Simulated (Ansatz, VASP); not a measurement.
## NaH in VASP and in Ansatz

```xyz
2
Lattice="0.0000 2.4400 2.4400 2.4400 0.0000 2.4400 2.4400 2.4400 0.0000" Properties=species:S:1:pos:R:3 pbc="T T T"
Na    0.0000    0.0000    0.0000
H     2.4400    2.4400    2.4400
```

Alike in both runs: task single point; functional PBE; k mesh 8 × 8 × 8; occupations gaussian, width 0.02 eV; no spin polarisation.

```csv
,VASP,Ansatz
version,VASP 6.6.1,Ansatz 0.2.0
potentials or method,"VASP PAW PBE potentials, release 64 (Na_pv, H), cutoff 520 eV","scalar-relativistic, plane waves, PAW"
valence electrons in the cell,8,10
```

|  | VASP | Ansatz | Ansatz less VASP |
| --- | --- | --- | --- |
| gap on the k mesh at the Fermi level (eV) | 3.71 | 3.71 | +0.002 |
| least direct gap on the mesh (eV) | 4.55 | 4.56 | +0.004 |
| pressure (GPa) | -0.7 | -0.7 | +0.03 |

The functional is the same, so the differences come from potentials, cutoffs and numerics. VASP's potentials hold 8 valence electrons a cell and Ansatz's 10, so a difference there can come from the potentials and not from the codes.
